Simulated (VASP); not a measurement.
Input of a VASP 6.6.1 run:

INCAR

```
SYSTEM = TiPt3
PREC = Accurate ; ENCUT = 520
EDIFF = 1E-6 ; ISMEAR = 0
SIGMA = 0.1 ; LREAL = .False.
LASPH = .True. ; NELM = 100
ALGO = Fast ; ISIF = 2
LWAVE = .False. ; LCHARG = .False.
GGA = PE ; NBANDS = 29
```

Contents of KPOINTS:

```
regular mesh
0
Gamma
  10 10 10
  0 0 0
```

Contents of POSCAR:

```
TiPt3
1.0
    3.9481842887      0.0000000000      0.0000000000
    0.0000000000      3.9481842887      0.0000000000
    0.0000000000      0.0000000000      3.9481842887
Ti Pt
1 3
Direct
    0.0000000000      0.0000000000      0.0000000000
    0.0000000000      0.5000000000      0.5000000000
    0.5000000000      0.0000000000      0.5000000000
    0.5000000000      0.5000000000      0.0000000000
```

Potentials or basis: VASP PAW PBE potentials, release 64 (Ti_sv, Pt).

Run with:

```console
$ cat potpaw_PBE.64/Ti_sv/POTCAR potpaw_PBE.64/Pt/POTCAR > POTCAR
$ mpirun -np 1 vasp_std > vasp.out
```

Q: Estimate the band gap on the k mesh.

A: Zero (band 21 reaches 12.48 eV, above the bottom of band 22 at 10.72 eV).

Q: Predict the pressure.

A: -0.3 GPa.

Caveat: spin-orbit coupling is left out, which moves the levels of the heavy elements.
